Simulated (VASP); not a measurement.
Ta: single point with PBE

Sheet: Ta, a sheet with vacuum.

```xyz
2
Lattice="2.7190 0.0000 0.0000 0.0000 2.7190 0.0000 0.0000 0.0000 28.4866" Properties=species:S:1:pos:R:3 pbc="T T T"
Ta    2.7190    1.3595    8.6173
Ta    1.3595    0.0000    6.3826
```

- Program: VASP 6.6.1
- Task: single point
- Functional: PBE
- Potentials or basis: VASP PAW PBE potentials, release 64 (Ta_pv)
- Cutoff: 520 eV
- k mesh: 10 × 10 × 1
- Occupations: fermi-dirac, width 0.05 eV
- Spin: no spin polarisation

| Quantity | Value |
| --- | --- |
| Largest force | 0.005 eV/Å |
| Band gap on the k mesh | zero (band 11 reaches -1.15 eV, above the bottom of band 12 at -3.22 eV) |

Forces on the atoms (eV/Å):
```
Ta   0.000  0.000  0.005
Ta   0.000  0.000 -0.005
```

Levels at points of the mesh, in eV from the Fermi level:
```tsv
k point	band 7	band 8	band 9	band 10	band 11	band 12	band 13	band 14	band 15	band 16
(0.00, 0.00, 0.00)	-7.19	-5.18	-3.26	-1.89	-0.97	-0.06	0.92	2.37	2.37	4.32
(0.50, 0.00, 0.00)	-3.86	-3.86	-1.40	-1.40	0.25	0.25	1.99	1.99	3.40	3.40
(0.50, 0.50, 0.00)	-4.18	-4.18	-2.52	-2.52	1.58	1.58	3.04	3.04	6.28	6.28
```

Run time: 2.7 min on 1 thread of Intel Xeon 8259CL, with other jobs on the host, peak memory 0.3 GiB.

Caveat: spin-orbit coupling is left out, which moves the levels of the heavy elements.
